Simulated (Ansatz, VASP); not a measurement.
CdS: VASP beside Ansatz

The input INCAR:

```
SYSTEM = CdS
PREC = Accurate
ENCUT = 520
EDIFF = 1E-6
ISMEAR = 0
SIGMA = 0.05
LREAL = .False.
LASPH = .True.
NELM = 80
ALGO = Normal
ISIF = 2
LWAVE = .False.
LCHARG = .False.
GGA = PE
NBANDS = 16
```

The input KPOINTS:

```
regular mesh
0
Gamma
  8 8 8
  0 0 0
```

Contents of POSCAR:

```
CdS
1.0
    0.0000000000      2.9100000000      3.0264000000
    2.9100000000      0.0000000000      3.0264000000
    2.9100000000      2.9100000000      0.0000000000
Cd S
1 1
Direct
    0.0000000000      0.0000000000      0.0000000000
    0.7500000000      0.7500000000      0.7500000000
```

Input for Ansatz:

```yaml
crystal:
  lattice:
    - [0.0, 2.91, 3.0264]
    - [2.91, 0.0, 3.0264]
    - [2.91, 2.91, 0.0]
  atoms:
    - { symbol: Cd, position: [0.0, 0.0, 0.0] }
    - { symbol: S, position: [0.75, 0.75, 0.75] }
basis:
  ecutwfc: 420
kpoints:
  mp_grid: { grid: [8, 8, 8] }
hamiltonian:
  xc: pbe
scf:
  occupations: { method: gaussian, width: 0.05 }
output:
  forces: true
  stress: true
  eigenvalues: true
```

Change from the starting cell: strain +0.000 along x and y, +0.040 along z, atoms carried along.

Alike in both runs: task single point; functional PBE; k mesh 8 × 8 × 8; occupations gaussian, width 0.05 eV; no spin polarisation.

```csv
,VASP,Ansatz
version,VASP 6.6.1,Ansatz 0.2.0
potentials or method,"VASP PAW PBE potentials, release 64 (Cd, S), cutoff 520 eV","scalar-relativistic, plane waves, PAW"
valence electrons in the cell,18,26
```

|  | VASP | Ansatz | Ansatz less VASP |
| --- | --- | --- | --- |
| gap on the k mesh at the Fermi level (eV) | 1.03 | 1.03 | -0.003 |
| least direct gap on the mesh (eV) | 1.03 | 1.03 | -0.003 |
| pressure (GPa) | 1.1 | 0.8 | -0.31 |
| traceless stress, the component that is largest in VASP (GPa) | -0.53 | -0.54 | -0.011 |

VASP's potentials hold 18 valence electrons a cell and Ansatz's 26, so a difference there can come from the potentials and not from the codes.
